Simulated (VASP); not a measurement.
Wanted: the native input for a VASP 6.6.1 run.

| Quantity | Value |
| --- | --- |
| Task | single point |
| Functional | PBE |
| Dispersion | D3(BJ) |
| Potentials or basis | VASP PAW PBE potentials, release 64 (Si, Cl) |
| Cutoff | 400 eV |
| k mesh | 9 × 9 × 1 |
| Occupations | gaussian, width 0.05 eV |
| Spin | collinear spin |
| Starting moments | [0.0, 0.0, 0.0, 0.0, 1.0] μB |
| Dipole correction | yes |
| Further INCAR settings | ALGO = Normal; EDIFF = 1e-06; NBANDS = 24; NELMDL = -8 |

The structure of Si4Cl lies in POSCAR:

```
Si4Cl
1.0
    3.8333442755      0.0000000000      0.0000000000
   -1.9166721377      3.3197735240      0.0000000000
    0.0000000000      0.0000000000     20.9083831947
Si Cl
4 1
Direct
    0.3333333333      0.6666666667      0.1913108232
    0.0000000000      0.0000000000      0.2287349567
    0.0000000000      0.0000000000      0.3468742304
    0.6666666667      0.3333333333      0.3782398247
    0.6666666667      0.5000000000      0.4834607775
```

The input as run:

INCAR

```
SYSTEM = Si4Cl
PREC     = Accurate       ! precision mode
ENCUT    = 400            ! plane-wave cutoff, eV
EDIFF    = 1E-6           ! SCF threshold, eV
ISMEAR   = 0              ! smearing method
SIGMA    = 0.05           ! smearing width, eV
LREAL    = .FALSE.        ! projectors in reciprocal space
LASPH    = .TRUE.         ! aspherical terms in the spheres
NELM     = 200            ! most SCF steps
ALGO     = Normal         ! electronic algorithm
ISIF     = 2              ! what is computed and relaxed
LWAVE    = .FALSE.        ! write WAVECAR
LCHARG   = .FALSE.        ! write CHGCAR
ISPIN    = 2              ! spin polarisation
MAGMOM   = 0 0 0 0 1      ! initial moments
LORBIT   = 11             ! projections on sites
LDIPOL   = .TRUE.       
IDIPOL   = 3            
DIPOL    = 0.5 0.5 0.326
GGA      = PE             ! functional
IVDW     = 12             ! dispersion correction
NBANDS   = 24             ! bands
GGA_COMPAT= .FALSE.      
NELMDL   = -8
```

KPOINTS

```
Automatic mesh
0
G
  9 9 1
  0 0 0
```

Potentials or basis: VASP PAW PBE potentials, release 64 (Si, Cl).

The run is started by

```console
$ cat potpaw_PBE.64/Si/POTCAR potpaw_PBE.64/Cl/POTCAR > POTCAR
$ mpirun -np 1 vasp_std > vasp.out
```

It gave:

* Largest force: 2.383 eV/Å
* Band gap on the k mesh: 0.32 eV (least direct gap 0.39 eV)
* Net moment: 1.00 μB per cell
* Site moments: Si +0.23, +0.02, +0.06 (each value once); Cl +0.04 μB
* Valence electrons inside the program's atomic spheres: Si 1.65, 1.67, 1.70, 1.62; Cl 5.05
* Dispersion energy per atom: -0.232 eV

Wall time 24 min on 1 thread of Intel Xeon 8259CL (shared host), peak memory 0.56 GiB.
